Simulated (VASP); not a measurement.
The system is HgTe.

```
Hg Te
1.0
    -0.15469    3.26604    3.26604
     3.26604   -0.15469    3.26604
     3.26604    3.26604   -0.15469
Hg Te
1 1
Direct
  0.99574 0.99574 0.99574
  0.25426 0.25426 0.25426
```

This cell differs from its parent crystal: epitaxial 111 strain +4.0%.

Base run:

| Quantity | Value |
| --- | --- |
| Program | VASP 6.6.1 |
| Functional | PBE |
| Potentials or basis | VASP PAW PBE potentials, release 64 (Hg, Te) |
| Cutoff | 520 eV |
| k mesh | 6 × 6 × 6 |
| Occupations | fermi-dirac, width 0.02 eV |
| Spin | no spin polarisation |

Its results: band gap on the k mesh 0.25 eV, direct; pressure -0.4 GPa.

The run is repeated on the same cell with these changes: functional from PBE to r2SCAN; further incar settings from ALGO = Normal; EDIFF = 1e-06; NBANDS = 16 to ALGO = Normal; EDIFF = 1e-07; NBANDS = 16. What comes out?

Band gap on the k mesh 0.27 eV, direct; pressure -1.7 GPa.

Caveats: spin-orbit coupling is left out, which moves the levels of the heavy elements; the PAW data sets were made with another functional, which shifts forces and pressure a little (some runs).

A k mesh can miss the band edges.
